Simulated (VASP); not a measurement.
Write the native input for VASP 6.6.1 that does the following.

```yaml
Task: single point
Functional: LDA
Potentials_or_basis: VASP PAW LDA potentials, release 64 (Si)
Cutoff: 520 eV
k_mesh: 10 × 10 × 10
Occupations: gaussian, width 0.03 eV
Spin: no spin polarisation
Dipole_correction: no
Further_INCAR_settings: ALGO = Normal; EDIFF = 1e-06; NBANDS = 16
```

The structure of Si lies in POSCAR:

```
Si
1.0
   -3.3254442900      3.3254442900      1.9223856600
    3.3254442900     -3.3254442900      1.9223856600
    3.3254442900      3.3254442900     -1.9223856600
Si
4
Direct
    0.1469057678      0.1469057678      0.2938115357
    0.8211989400      0.8211989400      0.6423978800
    0.1788010600      0.8211989400      0.0000000000
    0.8211989400      0.1788010600      0.0000000000
```

This cell differs from its parent crystal: atom 1 (Si) moved by (-0.300, +0.000) A along [1 1 0] and z.

These files were run (other wordings do the same):

INCAR

```
SYSTEM = Si
PREC     = Accurate       ! precision mode
ENCUT    = 520            ! plane-wave cutoff, eV
EDIFF    = 1E-6           ! SCF threshold, eV
ISMEAR   = 0              ! smearing method
SIGMA    = 0.03           ! smearing width, eV
LREAL    = .False.        ! projectors in reciprocal space
LASPH    = .True.         ! aspherical terms in the spheres
NELM     = 100            ! most SCF steps
ALGO     = Normal         ! electronic algorithm
ISIF     = 2              ! what is computed and relaxed
LWAVE    = .False.        ! write WAVECAR
LCHARG   = .False.        ! write CHGCAR
NBANDS   = 16             ! bands
```

KPOINTS

```
regular mesh
0
Gamma
  10 10 10
  0 0 0
```

Potentials or basis: VASP PAW LDA potentials, release 64 (Si).

The run is started by

```bash
$ cat potpaw_LDA.64/Si/POTCAR > POTCAR
$ mpirun -np 1 vasp_std > vasp.out
```

Results of the run:

The pressure is 1.1 GPa, the largest force is 4.429 eV/Å and the band gap on the k mesh is zero (bands 8 and 9 overlap by 0.87 eV).

Caveat: the cell differs from its parent crystal (atom 1 (Si) moved by (-0.300, +0.000) A along [1 1 0] and z); the stress differs along the axes, from -5 to 4 GPa; forces of over 1 eV/Å act on the atoms, so gaps and moduli don't describe the material at rest.

Run time: 5.8 min on 1 thread of Intel Xeon 8259CL, with other jobs on the host, peak memory 0.3 GiB.
